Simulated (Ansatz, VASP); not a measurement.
## Ni3Ge: VASP beside Ansatz

POSCAR

```
Ni3Ge
1.0
    3.5326168985      0.0000000000      0.0000000000
    0.0000000000      3.5326168985      0.0000000000
    0.0000000000      0.0000000000      3.5326168985
Ni Ge
3 1
Direct
    0.5000000000      0.0000000000      0.5000000000
    0.0000000000      0.5000000000      0.5000000000
    0.5000000000      0.5000000000      0.0000000000
    0.0000000000      0.0000000000      0.0000000000
```

INCAR.step1

```
SYSTEM = Ni3Ge
PREC = Accurate ; ENCUT = 520
ISMEAR = 0 ; SIGMA = 0.15
LREAL = .False. ; LASPH = .True.
NELM = 100 ; NBANDS = 30
GGA = PE ; ALGO = Normal
EDIFF = 1E-4 ; LWAVE = .True.
LCHARG = .False.
```

The input INCAR.step2:

```
SYSTEM = Ni3Ge
PREC = Accurate ; ENCUT = 520
EDIFF = 1E-6 ; ISMEAR = 0
SIGMA = 0.15 ; LREAL = .False.
LASPH = .True. ; NELM = 100
ALGO = Normal ; ISIF = 2
LWAVE = .False. ; LCHARG = .False.
METAGGA = R2SCAN ; LMIXTAU = .True.
NBANDS = 30 ; ISTART = 1
```

Contents of KPOINTS:

```
regular mesh
0
Gamma
  14 14 14
  0 0 0
```

Input for Ansatz:

```yaml
crystal:
  lattice:
    - [3.5326168955, 0.0, 0.0]
    - [0.0, 3.5326168955, 0.0]
    - [0.0, 0.0, 3.5326168955]
  atoms:
    - { symbol: Ni, position: [0.5, 0.0, 0.5] }
    - { symbol: Ni, position: [0.0, 0.5, 0.5] }
    - { symbol: Ni, position: [0.5, 0.5, 0.0] }
    - { symbol: Ge, position: [0.0, 0.0, 0.0] }
basis:
  ecutwfc: 500
kpoints:
  mp_grid: { grid: [14, 14, 14] }
hamiltonian:
  xc: r2scan
scf:
  occupations: { method: gaussian, width: 0.15 }
output:
  forces: true
  stress: true
  eigenvalues: true
  write_density: true
  write_potential: true
  elf: true
  volumetric_format: npy
```

Alike in both runs: task single point; functional r2SCAN; k mesh 14 × 14 × 14; occupations gaussian, width 0.15 eV; no spin polarisation.

|  | VASP | Ansatz |
| --- | --- | --- |
| version | VASP 6.6.1 | Ansatz 0.2.0 |
| potentials or method | VASP PAW PBE potentials, release 64 (Ni, Ge_d), cutoff 520 eV | scalar-relativistic, plane waves, PAW |
| valence electrons in the cell | 44 | 68 |

|  | VASP | Ansatz | Ansatz less VASP |
| --- | --- | --- | --- |
| gap on the k mesh at the Fermi level (eV) | none | none | - |
| pressure (GPa) | 0.4 | 0.0 | -0.35 |

VASP's potentials were made for PBE, not for r2SCAN. A gap of «none» marks a metal or a gap that the smearing closes. VASP's potentials hold 44 valence electrons a cell and Ansatz's 68, so a difference there can come from the potentials and not from the codes.
